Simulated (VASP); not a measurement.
Ta, 3 atoms in the cell. Symmetry: P3_121, No. 152, trigonal system. The conventional cell has a = 3.862 Å, b = 3.862 Å, c = 4.381 Å, α = 90.00°, β = 90.00°, γ = 120.00°. Within 2.8 Å of Ta (site symmetry 2) lie 2 Ta at 2.10 Å. 

| Property | Result |
| --- | --- |
| Program | VASP 6.6.1 |
| Task | single point |
| Functional | PBE |
| Potentials or basis | VASP PAW PBE potentials, release 64 (Ta_pv) |
| Cutoff | 520 eV |
| k mesh | 6 × 6 × 4 |
| Occupations | gaussian, width 0.1 eV |
| Spin | no spin polarisation |
| Dipole correction | no |
| Further INCAR settings | ALGO = Fast; EDIFF = 1e-06; NBANDS = 24 |

Potentials or basis: VASP PAW PBE potentials, release 64 (Ta_pv).

Run with:

```bash
$ cat potpaw_PBE.64/Ta_pv/POTCAR > POTCAR
$ mpirun -np 1 vasp_std > vasp.out
```

Hardware: 1 thread of Intel Xeon 8259CL, with other jobs on the host.

Task: Estimate the wall time of this run.

Result: Wall time 77 s on 1 thread of Intel Xeon 8259CL, on a shared host, peak memory 0.19 GiB. Counts: scf iterations 14, k points 24.
